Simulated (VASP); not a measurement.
# InP (I4/mmm) in VASP: electric field gradients with LDA

Aim: the electric field gradients of InP with LDA.

Program: VASP 6.6.1. These are calculated values, not measurements. Logs are shortened: lines on timing, memory, paths and dates and some standing lists are left out, and cuts for length are marked.

## (1) The cell of the first run

It takes space group I4/mmm (No. 139, tetragonal). The conventional cell has a = 4.078 Å, b = 4.078 Å, c = 5.710 Å, α = 90.00°, β = 90.00°, γ = 90.00°. Within 3.8 Å of In (site symmetry 4/mmm) lie 6 P at 2.85 to 2.88 Å. P (site symmetry 4/mmm) has 6 In at 2.85 to 2.88 Å within 3.8 Å.

## (2) Electric field gradients, LDA (equal xx and yy strain of +1 %)

INCAR reads:

```
SYSTEM = InP
PREC = Accurate ; ENCUT = 520
EDIFF = 1E-8 ; ISMEAR = -1
SIGMA = 0.05 ; LREAL = .False.
LASPH = .True. ; NELM = 80
ALGO = Normal ; ISIF = 2
LWAVE = .False. ; LCHARG = .False.
LEFG = .True. ; NBANDS = 16
```

KPOINTS reads:

```
Automatic mesh
0
Gamma
  11 11 11
  0 0 0
```

POSCAR reads:

```
InP
1.0
    0.0000000000      2.8835500000      2.8550000000
    2.8835500000      0.0000000000      2.8550000000
    2.8835500000      2.8835500000      0.0000000000
In P
1 1
Direct
    0.0000000000      0.0000000000      0.0000000000
    0.5000000000      0.5000000000      0.5000000000
```

Potentials or basis: VASP PAW LDA potentials, release 64 (In_d, P).

Started as:

```
cat potpaw_LDA.64/In_d/POTCAR potpaw_LDA.64/P/POTCAR > POTCAR
mpirun -np 1 vasp_std > vasp.out
```

OUTCAR:

```text
SYSTEM = InP
   PREC = Accurate
   ENCUT = 520
   EDIFF = 1E-8
   ISMEAR = -1
   LREAL = .False.
   LASPH = .True.
   NELM = 80
   ISIF = 2

 ion  position               nearest neighbor table
   1  0.000  0.000  0.000-   2 2.85   2 2.85   2 2.88   2 2.88   2 2.88   2 2.88
   2  0.500  0.500  0.500-   1 2.85   1 2.85   1 2.88   1 2.88   1 2.88   1 2.88

  LATTYP: Found a body centered tetragonal cell.
 ALAT       =     4.0779555178
 C/A-ratio  =     1.4002114479

  Lattice vectors:

 A1 = (   0.0000000000,  -2.8835500000,  -2.8550000000)
 A2 = (   0.0000000000,   2.8835500000,  -2.8550000000)
 A3 = (   2.8835500000,   0.0000000000,   2.8550000000)

Analysis of symmetry for initial positions (statically):
=====================================================================
 Subroutine PRICEL returns:
 Original cell was already a primitive cell.

 Routine SETGRP: Setting up the symmetry group for a
 body centered tetragonal supercell.

 Subroutine GETGRP returns: Found 16 space group operations
 (whereof 16 operations were pure point group operations)
 out of a pool of 16 trial point group operations.

The static configuration has the point symmetry D_4h.

Analysis of symmetry for dynamics (positions and initial velocities):
=====================================================================
 Subroutine PRICEL returns:
 Original cell was already a primitive cell.

 Routine SETGRP: Setting up the symmetry group for a
 body centered tetragonal supercell.

 Subroutine GETGRP returns: Found 16 space group operations
 (whereof 16 operations were pure point group operations)
 out of a pool of 16 trial point group operations.

The dynamic configuration has the point symmetry D_4h.

 Subroutine INISYM returns: Found 16 space group operations
 (whereof 16 operations are pure point group operations),
 and found     1 'primitive' translations

----------------------------------------------------------------------------------------

                                     Primitive cell

  volume of cell :      47.4779

  direct lattice vectors                    reciprocal lattice vectors
     0.000000000  2.883550000  2.855000000    -0.173397375  0.173397375  0.175131349
[... 126 lines left out ...]
 Free energy of the ion-electron system (eV)
  ---------------------------------------------------
  ext. energy  EPLUGINS =         0.00000000
  ---------------------------------------------------
  free energy    TOTEN  =        -9.03288712 eV

  energy without entropy =       -9.02468420  energy(sigma->0) =       -9.02878566

 E-fermi :   5.5208     XC(G=0): -10.1409

 val. band max:        5.5192108115   @ k =  -0.4545  -0.0000   0.0909
 cond. band min:       5.5456277910   @ k =  -0.0909  -0.0000   0.0909
 fundamental gap:      0.0264169795
 Fermi energy:         5.5208112218

 k-point     1 :       0.0000    0.0000    0.0000
  band No.  band energies     occupation
      1      -8.4905      2.00000
      2      -8.4896      2.00000
      3      -8.4732      2.00000
      4      -8.4732      2.00000
      5      -8.4701      2.00000
      6      -5.6914      2.00000
[... 433 lines left out ...]
      3      -8.4690      2.00000
      4      -8.4477      2.00000
      5      -8.4374      2.00000
      6      -4.7666      2.00000
[... 8 lines left out ...]
     15      15.0577      0.00000
     16      16.2129      0.00000

 [... further k-points ...]

------------------------ aborting loop because EDIFF is reached ----------------------------------------

  FORCE on cell =-STRESS in cart. coord.  units (eV):
  Direction    XX          YY          ZZ          XY          YZ          ZX
  --------------------------------------------------------------------------------------
  -------------------------------------------------------------------------------------
  Total       -3.1246951     -3.1246951     -2.9453221      0.0000000      0.0000000      0.0000000
  in kB     -105.4452805   -105.4452805    -99.3921994      0.0000000      0.0000000      0.0000000
  external PRESSURE =    -103.4275868 kB  Pullay stress =       0.0000000 kB

 VOLUME and BASIS-vectors are now :
 -----------------------------------------------------------------------------
  energy-cutoff  :      520.00
  volume of cell :       47.48
      direct lattice vectors                 reciprocal lattice vectors
     0.000000000  2.883550000  2.855000000    -0.173397375  0.173397375  0.175131349
     2.883550000  0.000000000  2.855000000     0.173397375 -0.173397375  0.175131349
     2.883550000  2.883550000  0.000000000     0.173397375  0.173397375 -0.175131349

 POSITION                                       TOTAL-FORCE (eV/Angst)
 -----------------------------------------------------------------------------------
      0.00000      0.00000      0.00000         0.000000      0.000000     -0.000000
      2.88355      2.88355      2.85500         0.000000      0.000000      0.000000
 -----------------------------------------------------------------------------------
    total drift:                               -0.000000      0.000000      0.000000

  FREE ENERGIE OF THE ION-ELECTRON SYSTEM (eV)
  ---------------------------------------------------
  free  energy   TOTEN  =        -9.0328871163 eV

  energy  without entropy=       -9.0246841977  energy(sigma->0) =       -9.02878566

 Electric field gradients (V/A^2)
---------------------------------------------------------------------
 ion       V_xx      V_yy      V_zz      V_xy      V_xz      V_yz
---------------------------------------------------------------------
   1       4.547     4.547    -9.094    -0.002    -0.002    -0.002
   2      -0.361    -0.361     0.721     0.000    -0.000    -0.000
---------------------------------------------------------------------

 Electric field gradients after diagonalization (V/A^2)
 (convention: |V_zz| > |V_xx| > |V_yy|)
----------------------------------------------------------------------
 ion       V_xx      V_yy      V_zz     asymmetry (V_yy - V_xx)/ V_zz
----------------------------------------------------------------------
   1       4.549     4.546    -9.094       0.000
   2      -0.361    -0.361     0.721       0.000
----------------------------------------------------------------------

           NMR quadrupolar parameters

 Cq : quadrupolar parameter    Cq=e*Q*V_zz/h
 eta: asymmetry parameters     (V_yy - V_xx)/ V_zz
 Q  : nuclear electric quadrupole moment in mb (millibarn)
----------------------------------------------------------------------
 ion       Cq(MHz)       eta       Q (mb)
----------------------------------------------------------------------
   1      -0.022       0.000       1.000
   2       0.002       0.000       1.000
----------------------------------------------------------------------
```

OSZICAR:

```text
N       E                     dE             d eps       ncg     rms          rms(c)
DAV:   1     0.107155834031E+03    0.10716E+03   -0.83818E+03  4064   0.128E+03
DAV:   2    -0.227893380012E+01   -0.10943E+03   -0.10464E+03  4456   0.302E+02
DAV:   3    -0.910809403844E+01   -0.68292E+01   -0.67354E+01  5272   0.718E+01
DAV:   4    -0.928234116313E+01   -0.17425E+00   -0.17418E+00  5112   0.120E+01
DAV:   5    -0.929050895413E+01   -0.81678E-02   -0.81676E-02  6064   0.229E+00    0.398E+00
DAV:   6    -0.904580065420E+01    0.24471E+00   -0.46795E-01  6184   0.994E+00    0.223E+00
DAV:   7    -0.903612757934E+01    0.96731E-02   -0.43301E-02  5392   0.150E+00    0.983E-01
DAV:   8    -0.903293977300E+01    0.31878E-02   -0.35524E-03  4912   0.642E-01    0.784E-02
DAV:   9    -0.903288503502E+01    0.54738E-04   -0.17361E-04  6304   0.162E-01    0.572E-02
DAV:  10    -0.903288706854E+01   -0.20335E-05   -0.16764E-05  4976   0.310E-02    0.147E-02
DAV:  11    -0.903288711328E+01   -0.44736E-07   -0.15890E-06  5768   0.115E-02    0.316E-03
DAV:  12    -0.903288711850E+01   -0.52223E-08   -0.19952E-07  5392   0.696E-03    0.154E-03
DAV:  13    -0.903288711629E+01    0.22080E-08   -0.11933E-08  3432   0.168E-03
   1 F= -.90328871E+01 E0= -.90287857E+01  d E =-.820292E-02
```

It took 35 s on 1 thread of Intel Xeon 6975P-C (Granite Rapids), shared host; peak memory 0.21 GiB.

What came out:

```yaml
Free_energy: -9.0329 eV
Pressure: -10.3 GPa
Band_gap_on_the_k_mesh: zero (band 9 reaches 5.85 eV, above the bottom of band 10 at 3.56 eV)
```

Levels at points of the mesh, in eV from the Fermi level:
```
           k point  band 6  band 7  band 8  band 9  band 10  band 11  band 12  band 13
(0.00, 0.00, 0.00)  -11.21   -0.44   -0.24   -0.15    -0.15     7.08     7.08     7.15
```

Electric field gradients, principal values (V/Å²):
| atom | least | middle | greatest (by size) |
| --- | --- | --- | --- |
| 1 In | 4.546 | 4.549 | -9.094 |
| 2 P | -0.361 | -0.361 | 0.721 |

Caveat: the cell differs from its parent crystal (equal xx and yy strain of +1 %); without QUAD_EFG the Cq values of the log hold for a quadrupole moment of 1 mb, not for the nuclei; spin-orbit coupling is left out, which moves the levels of the heavy elements.
